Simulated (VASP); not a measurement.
Runs of VASP 6.6.1 on ZnCu. The structure is that of space group Cmmm (No. 65), or close to it. The cells are those of the table. 

| cell | gap on the mesh (eV) | pressure (GPa) |
| --- | --- | --- |
| a = 2.636, b = 2.636, c = 4.213 Å, angles 90.0, 90.0, 109.9°, 2 atoms | none | (a) |
| a = 2.591, b = 2.591, c = 4.141 Å, angles 90.0, 90.0, 109.9°, 2 atoms | none | -4.7 |
| a = 2.568, b = 2.568, c = 4.104 Å, angles 90.0, 90.0, 109.9°, 2 atoms | none | -1.6 |
| a = 2.544, b = 2.544, c = 4.066 Å, angles 90.0, 90.0, 109.9°, 2 atoms | none | 2.0 |
| a = 2.614, b = 2.614, c = 4.177 Å, angles 90.0, 90.0, 109.9°, 2 atoms | none | -7.3 |
| a = 2.520, b = 2.520, c = 4.027 Å, angles 90.0, 90.0, 109.9°, 2 atoms | none | (b) |
| a = 2.658, b = 2.658, c = 4.248 Å, angles 90.0, 90.0, 109.9°, 2 atoms | none | -11.3 |

Alike in all rows: task single point; level r2SCAN; potentials or basis VASP PAW PBE potentials, release 64 (Zn, Cu); no spin polarisation; k mesh 12 × 12 × 7; cutoff (eV) 520; smearing methfessel-paxton 0.1 eV.

Fill in the values left out.

(a) -9.5; (b) 6.3.

Caveats: the PAW data sets were made with another functional, which shifts forces and pressure a little.

A gap of «none» marks levels without a gap at the run's occupations.
